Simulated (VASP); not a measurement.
## BiTe: electric field gradients with PBE

Crystal: BiTe.

```
Bi Te
1.0
    -0.06470    3.23500    3.23500
     3.23500   -0.06470    3.23500
     3.17030    3.17030    0.00000
Bi Te
1 1
Direct
  0.00000 0.00000 0.00000
  0.50000 0.50000 0.50000
```

This cell differs from its parent crystal: xy shear strain of -4 %.

| Quantity | Value |
| --- | --- |
| Program | VASP 6.6.1 |
| Task | electric field gradients |
| Functional | PBE |
| Potentials or basis | VASP PAW PBE potentials, release 64 (Bi_d, Te) |
| Cutoff | 520 eV |
| k mesh | 10 × 10 × 10 |
| Occupations | fermi-dirac, width 0.08 eV |
| Spin | no spin polarisation |
| Dipole correction | no |
| Further INCAR settings | ALGO = Normal; EDIFF = 1e-08; NBANDS = 18 |

```yaml
Pressure: 0.7 GPa
Band_gap_on_the_k_mesh: zero (an odd number of electrons rules out a gap without spin polarisation)
Largest_electric_field_gradient_by_atom: Bi +38.7; Te -23.3 V/Å²
```

Levels at points of the mesh, in eV from the Fermi level:
| k point | band 7 | band 8 | band 9 | band 10 | band 11 | band 12 | band 13 | band 14 |
| --- | --- | --- | --- | --- | --- | --- | --- | --- |
| (0.00, 0.00, 0.00) | -8.15 | -2.73 | -2.56 | -2.37 | 2.08 | 2.14 | 2.22 | 4.43 |
| (0.50, 0.00, 0.00) | -11.30 | -1.92 | -1.82 | -1.52 | -0.79 | -0.56 | -0.49 | 7.22 |
| (0.50, 0.50, 0.00) | -9.97 | -5.67 | -4.21 | -3.83 | 2.25 | 3.51 | 3.67 | 4.94 |
| (0.00, 0.00, 0.50) | -11.23 | -2.02 | -1.96 | -1.67 | -0.95 | -0.76 | -0.63 | 7.35 |
| (0.50, 0.00, 0.50) | -9.96 | -5.67 | -4.02 | -4.02 | 2.23 | 3.54 | 3.58 | 4.92 |

Electric field gradients, principal values (V/Å²):
| atom | least | middle | greatest (by size) |
| --- | --- | --- | --- |
| 1 Bi | -6.786 | -31.934 | 38.721 |
| 2 Te | 0.258 | 23.007 | -23.265 |

It took 120 s on 1 thread of Intel(R) Xeon(R) Platinum 8488C (Sapphire Rapids), on a shared host, peak memory 0.35 GiB.

Caveat: the cell differs from its parent crystal (xy shear strain of -4 %); without QUAD_EFG the Cq values of the log hold for a quadrupole moment of 1 mb, not for the nuclei; spin-orbit coupling is left out, which moves the levels of the heavy elements.
